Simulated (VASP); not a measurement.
**Si2Mo: single point with PBE**

The system is Si2Mo.

```
CELL_PARAMETERS angstrom
-1.60852 1.60852 3.93657
1.60852 -1.60852 3.93657
1.60852 1.60852 -3.93657
ATOMIC_POSITIONS crystal
Si 0.33511 0.33511 0.00000
Si 0.70219 0.66489 0.03730
Mo 0.00000 0.00000 0.00000
```

This cell differs from its parent crystal: atom 2 (Si) moved 0.12 Å along y.

```
Program             : VASP 6.6.1
Task                : single point
Functional          : PBE
Potentials or basis : VASP PAW PBE potentials, release 64 (Si, Mo_sv)
Cutoff              : 520 eV
k mesh              : 14 × 14 × 14
Occupations         : gaussian, width 0.05 eV
Spin                : no spin polarisation
```

| Property | Result |
| --- | --- |
| Pressure | 0.8 GPa |
| Largest force | 0.915 eV/Å |
| Band gap on the k mesh | zero (band 11 reaches 12.49 eV, above the bottom of band 12 at 11.65 eV) |

Forces in eV/Å, atoms in the order of the input:
```
Si   0.000  0.356  0.062
Si   0.000 -0.913  0.050
Mo   0.000  0.557 -0.112
```

Stress tensor (GPa, compression positive):
```
 1.28  0.00  0.00
 0.00  0.59 -0.76
 0.00 -0.76  0.68
```

Levels at points of the mesh, in eV from the Fermi level:
| k point | band 7 | band 8 | band 9 | band 10 | band 11 | band 12 | band 13 | band 14 | band 15 | band 16 |
| --- | --- | --- | --- | --- | --- | --- | --- | --- | --- | --- |
| (0.00, 0.00, 0.00) | -3.48 | -3.05 | -2.66 | -2.59 | 0.31 | 2.83 | 3.13 | 3.46 | 3.62 | 4.00 |
| (0.50, 0.00, 0.00) | -4.84 | -4.40 | -2.69 | -2.53 | -0.53 | 2.18 | 3.46 | 3.82 | 4.24 | 5.19 |
| (0.00, 0.50, 0.00) | -4.94 | -4.51 | -2.66 | -2.48 | -0.53 | 2.16 | 3.04 | 3.91 | 4.15 | 5.28 |
| (0.00, 0.50, 0.50) | -5.11 | -4.54 | -2.60 | -2.51 | -0.57 | 2.17 | 2.61 | 3.98 | 4.06 | 5.67 |
| (0.50, 0.50, 0.00) | -5.79 | -5.09 | -4.43 | -3.03 | -1.26 | 2.22 | 2.61 | 3.02 | 3.30 | 4.73 |
| (0.50, 0.50, 0.50) | -3.52 | -2.22 | -0.67 | -0.60 | -0.55 | -0.46 | 0.48 | 4.64 | 4.90 | 5.92 |

Wall time 7.1 min on 1 thread of Intel(R) Xeon(R) 6975P-C (Granite Rapids) (shared host), peak memory 0.61 GiB.

Caveat: the cell differs from its parent crystal (atom 2 (Si) moved 0.12 Å along y).
